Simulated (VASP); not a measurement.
# TiO2 (Pbcn) in VASP: further runs, part 2 of 2

VASP 6.6.1. Earlier steps stand in the parts before.

## (3) Single point, PBE+U

This run uses another cell than the first one, of 10.58 Å³/atom.

The input, INCAR:

```
SYSTEM = TiO2
PREC     = Accurate       ! precision mode
ENCUT    = 520            ! plane-wave cutoff, eV
EDIFF    = 1E-6           ! SCF threshold, eV
ISMEAR   = 0              ! smearing method
SIGMA    = 0.02           ! smearing width, eV
LREAL    = .False.        ! projectors in reciprocal space
LASPH    = .True.         ! aspherical terms in the spheres
NELM     = 150            ! most SCF steps
ALGO     = Normal         ! electronic algorithm
ISIF     = 2              ! what is computed and relaxed
LWAVE    = .False.        ! write WAVECAR
LCHARG   = .True.         ! write CHGCAR
LMAXMIX  = 4              ! l up to which the mixer works
LDAU     = .True.         ! DFT+U
LDAUTYPE = 2            
LDAUL    = 2 -1           ! shell
LDAUU    = 4 0            ! U, eV
LDAUJ    = 0 0          
LDAUPRINT= 1            
GGA      = PE             ! functional
LELF     = .True.         ! ELF
LVHAR    = .True.       
NBANDS   = 60             ! bands
```

The input, KPOINTS:

```
regular mesh
0
Gamma
  6 4 6
  0 0 0
```

The input, POSCAR:

```
TiO2
1.0
    4.5912266200      0.0000000000      0.0000000000
    0.0000000000      5.5587953999      0.0000000000
    0.0000000000      0.0000000000      4.9769398859
Ti O
4 8
Direct
    0.5000000000      0.6698259022      0.7500000000
    0.0000000000      0.8301740978      0.2500000000
    0.5000000000      0.3301740978      0.2500000000
    0.0000000000      0.1698259022      0.7500000000
    0.7272105707      0.6175033213      0.0811005595
    0.2272105707      0.8824966787      0.9188994405
    0.7727894293      0.8824966787      0.5811005595
    0.2727894293      0.6175033213      0.4188994405
    0.7272105707      0.3824966787      0.5811005595
    0.2272105707      0.1175033213      0.4188994405
    0.7727894293      0.1175033213      0.0811005595
    0.2727894293      0.3824966787      0.9188994405
```

Potentials or basis: VASP PAW PBE potentials, release 64 (Ti_sv, O).

Run with:

```sh
> cat potpaw_PBE.64/Ti_sv/POTCAR potpaw_PBE.64/O/POTCAR > POTCAR
> mpirun -np 1 vasp_std > vasp.out
```

It took 8.1 min on 1 thread of Oxide Virtual Turin-like, shared host; peak memory 0.36 GiB.

Results (log left out):

* Free energy: -96.7582 eV
* Pressure: 4.3 GPa
* Largest force: 0.258 eV/Å
* Band gap on the k mesh: 2.93 eV (least direct gap 3.01 eV)

Forces in eV/Å, atoms in the order of the input:
```
Ti   0.000 -0.258  0.000
Ti   0.000  0.258  0.000
Ti   0.000  0.258  0.000
Ti   0.000 -0.258  0.000
O   -0.002 -0.129  0.013
O   -0.002  0.129 -0.013
O    0.002  0.129  0.013
O    0.002 -0.129 -0.013
O   -0.002  0.129  0.013
O   -0.002 -0.129 -0.013
O    0.002 -0.129  0.013
O    0.002  0.129 -0.013
```

Stress tensor (GPa, compression positive):
```
4.68 0.00 0.00
0.00 3.78 0.00
0.00 0.00 4.54
```

Levels at points of the mesh, in eV from the valence-band top:
```
           k point  band 44  band 45  band 46  band 47  band 48  band 49  band 50  band 51  band 52  band 53
(0.00, 0.00, 0.00)    -0.60    -0.46    -0.41    -0.03     0.00     3.01     3.05     3.05     3.15     3.22
(0.50, 0.00, 0.00)    -1.30    -0.42    -0.42    -0.25    -0.25     3.37     3.37     3.57     3.57     3.82
(0.00, 0.50, 0.00)    -1.35    -1.18    -1.18    -0.16    -0.16     3.15     3.15     3.51     3.51     3.58
(0.50, 0.50, 0.00)    -1.12    -0.58    -0.58    -0.35    -0.35     3.25     3.25     3.31     3.31     3.48
(0.00, 0.00, 0.50)    -0.95    -0.42    -0.42    -0.32    -0.32     2.93     2.93     3.36     3.36     3.71
(0.50, 0.00, 0.50)    -1.25    -0.49    -0.49    -0.49    -0.49     3.28     3.28     3.28     3.28     3.78
(0.00, 0.50, 0.50)    -1.73    -0.46    -0.46    -0.46    -0.46     3.25     3.25     3.25     3.25     3.94
(0.50, 0.50, 0.50)    -1.27    -0.78    -0.78    -0.78    -0.78     3.25     3.25     3.25     3.25     3.71
```

Eigenvalues of the final occupation matrices:
```tsv
site	spin	trace	eigenvalues
site 1 d	1	0.79	0.09 0.09 0.11 0.24 0.25
site 1 d	2	0.79	0.09 0.09 0.11 0.24 0.25
site 2 d	1	0.79	0.09 0.09 0.11 0.24 0.25
site 2 d	2	0.79	0.09 0.09 0.11 0.24 0.25
site 3 d	1	0.79	0.09 0.09 0.11 0.24 0.25
site 3 d	2	0.79	0.09 0.09 0.11 0.24 0.25
site 4 d	1	0.79	0.09 0.09 0.11 0.24 0.25
site 4 d	2	0.79	0.09 0.09 0.11 0.24 0.25
```

Caveat: the cell stands under pressure.

## (4) Single point, PBE+U (equal strain along all axes, cell held: +2.0 %, then relaxed in part)

The input, INCAR:

```
SYSTEM = TiO2
PREC     = Accurate       ! precision mode
ENCUT    = 520            ! plane-wave cutoff, eV
EDIFF    = 1E-7           ! SCF threshold, eV
ISMEAR   = 0              ! smearing method
SIGMA    = 0.02           ! smearing width, eV
LREAL    = .FALSE.        ! projectors in reciprocal space
LASPH    = .TRUE.         ! aspherical terms in the spheres
NELM     = 150            ! most SCF steps
ALGO     = Normal         ! electronic algorithm
ISIF     = 2              ! what is computed and relaxed
LWAVE    = .FALSE.        ! write WAVECAR
LCHARG   = .FALSE.        ! write CHGCAR
LMAXMIX  = 4              ! l up to which the mixer works
LDAU     = .TRUE.         ! DFT+U
LDAUTYPE = 2            
LDAUL    = 2 -1           ! shell
LDAUU    = 4 0            ! U, eV
LDAUJ    = 0 0          
LDAUPRINT= 1            
GGA      = PE             ! functional
NBANDS   = 60             ! bands
```

The input, KPOINTS:

```
regular mesh
0
G
  6 4 6
  0 0 0
```

The input, POSCAR:

```
TiO2
1.0
    4.6830511524      0.0000000000      0.0000000000
    0.0000000000      5.6699713079      0.0000000000
    0.0000000000      0.0000000000      5.0764786836
Ti O
4 8
Direct
    0.5000000000      0.6697499225      0.7500000000
    0.0000000000      0.8302500775      0.2500000000
    0.5000000000      0.3302500775      0.2500000000
    0.0000000000      0.1697499225      0.7500000000
    0.7243379046      0.6222224318      0.0815618303
    0.2243379046      0.8777775682      0.9184381697
    0.7756620954      0.8777775682      0.5815618303
    0.2756620954      0.6222224318      0.4184381697
    0.7243379046      0.3777775682      0.5815618303
    0.2243379046      0.1222224318      0.4184381697
    0.7756620954      0.1222224318      0.0815618303
    0.2756620954      0.3777775682      0.9184381697
```

Run with:

```sh
> cat potpaw_PBE.64/Ti_sv/POTCAR potpaw_PBE.64/O/POTCAR > POTCAR
> mpirun -np 1 vasp_std > vasp.out
```

It took 9.3 min on 1 thread of Oxide Virtual Turin-like, shared host; peak memory 0.37 GiB.

It converged, with:

```yaml
Free_energy: -96.6534 eV
Pressure: -7.5 GPa
Largest_force: 0.254 eV/Å
Band_gap_on_the_k_mesh: 2.70 eV (least direct gap 2.76 eV)
```

Forces in eV/Å, atoms in the order of the input:
```
Ti   0.000 -0.254  0.000
Ti   0.000  0.254  0.000
Ti   0.000  0.254  0.000
Ti   0.000 -0.254  0.000
O   -0.017 -0.118  0.012
O   -0.017  0.118 -0.012
O    0.017  0.118  0.012
O    0.017 -0.118 -0.012
O   -0.017  0.118  0.012
O   -0.017 -0.118 -0.012
O    0.017 -0.118  0.012
O    0.017  0.118 -0.012
```

Stress tensor (GPa, compression positive):
```
-7.12  0.00  0.00
 0.00 -7.43  0.00
 0.00  0.00 -8.04
```

Levels at points of the mesh, in eV from the valence-band top:
| k point | band 46 | band 47 | band 48 | band 49 | band 50 | band 51 |
| --- | --- | --- | --- | --- | --- | --- |
| (0.00, 0.00, 0.00) | -0.43 | -0.04 | 0.00 | 2.76 | 2.81 | 2.91 |
| (0.50, 0.00, 0.00) | -0.47 | -0.26 | -0.26 | 3.04 | 3.04 | 3.32 |
| (0.00, 0.50, 0.00) | -1.14 | -0.17 | -0.17 | 2.89 | 2.89 | 3.25 |
| (0.50, 0.50, 0.00) | -0.54 | -0.35 | -0.35 | 3.01 | 3.01 | 3.04 |
| (0.00, 0.00, 0.50) | -0.41 | -0.31 | -0.31 | 2.70 | 2.70 | 3.11 |
| (0.50, 0.00, 0.50) | -0.53 | -0.53 | -0.53 | 3.04 | 3.04 | 3.04 |
| (0.00, 0.50, 0.50) | -0.46 | -0.46 | -0.46 | 2.97 | 2.97 | 2.97 |
| (0.50, 0.50, 0.50) | -0.80 | -0.80 | -0.80 | 3.04 | 3.04 | 3.04 |

Eigenvalues of the final occupation matrices:
```csv
site,spin,trace,eigenvalues
site 1 d,1,0.76,0.08 0.09 0.11 0.23 0.24
site 1 d,2,0.76,0.08 0.09 0.11 0.23 0.24
site 2 d,1,0.76,0.08 0.09 0.11 0.23 0.24
site 2 d,2,0.76,0.08 0.09 0.11 0.23 0.24
site 3 d,1,0.76,0.08 0.09 0.11 0.23 0.24
site 3 d,2,0.76,0.08 0.09 0.11 0.23 0.24
site 4 d,1,0.76,0.08 0.09 0.11 0.23 0.24
site 4 d,2,0.76,0.08 0.09 0.11 0.23 0.24
```

Caveat: the cell differs from its parent crystal (equal strain along all axes, cell held: +2.0 %, then relaxed in part); the cell stands under tension.

## (5) Overview

```csv
cell,gap on the mesh (eV),pressure (GPa),largest force (eV/Å)
"a = 4.545, b = 5.503, c = 4.927 Å, 12 atoms, atomic positions A",3.04,11.5,0.27
"a = 4.591, b = 5.559, c = 4.977 Å, 12 atoms, atomic positions B",2.93,4.3,0.26
"a = 4.683, b = 5.670, c = 5.076 Å, 12 atoms, atomic positions C",2.70,-7.5,0.25
```

Alike in all rows: task single point; level PBE+U; potentials or basis VASP PAW PBE potentials, release 64 (Ti_sv, O); no spin polarisation; Ti d U = 4.0 eV; k mesh 6 × 4 × 6; cutoff (eV) 520; smearing gaussian 0.02 eV.

Caveats: the cell stands under pressure (at least some runs); the cell stands under tension (at least some runs).

Absolute energies hang on the potentials; compare differences alone.
